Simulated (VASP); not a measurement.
Write the native input for VASP 6.6.1 that does the following.

```
Task                   : single point
Functional             : PBEsol
Potentials or basis    : VASP PAW PBE potentials, release 64 (Ti_sv, C)
Cutoff                 : 520 eV
k mesh                 : 10 × 10 × 1
Occupations            : gaussian, width 0.1 eV
Spin                   : no spin polarisation
Dipole correction      : yes
Further INCAR settings : ALGO = Normal; EDIFF = 1e-07; NBANDS = 28
```

The structure of Ti3C lies in POSCAR:

```
Ti3C
1.0
    2.7797925781      0.0000000000      0.0000000000
   -0.9265975260      2.6208135764      0.0000000000
    0.0000000000      0.0000000000     19.7756614792
Ti C
3 1
Direct
    0.5000000000      0.5000000000      0.2022688346
    0.0000000000      0.0000000000      0.3106574497
    0.5000000000      0.5000000000      0.4184771006
    0.8333333333      1.0000000000      0.4732198157
```

One way to write it, as run:

INCAR

```
SYSTEM = Ti3C
ALGO = Normal
DIPOL = 0.5 0.5 0.351
EDIFF = 1E-7
ENCUT = 520
GGA = PS
IDIPOL = 3
ISIF = 2
ISMEAR = 0
LASPH = .TRUE.
LCHARG = .FALSE.
LDIPOL = .TRUE.
LREAL = .FALSE.
LWAVE = .FALSE.
NBANDS = 28
NELM = 80
PREC = Accurate
SIGMA = 0.1
```

KPOINTS

```
k-points
0
G
  10 10 1
  0 0 0
```

Potentials or basis: VASP PAW PBE potentials, release 64 (Ti_sv, C).

The run is started by

```bash
$ cat potpaw_PBE.64/Ti_sv/POTCAR potpaw_PBE.64/C/POTCAR > POTCAR
$ mpirun -np 1 vasp_std > vasp.out
```

It gave:

| Property | Result |
| --- | --- |
| Largest force | 3.846 eV/Å |
| Band gap on the k mesh | zero (band 20 reaches -0.10 eV, above the bottom of band 21 at -0.49 eV) |

Caveat: the PAW data sets were made with another functional, which shifts forces and pressure a little.

Run time: 7.3 min on 1 thread of Intel(R) Xeon(R) Platinum 8259CL CPU @ 2.50GHz (Skylake/Cascade Lake), with other jobs on the host, peak memory 0.36 GiB.
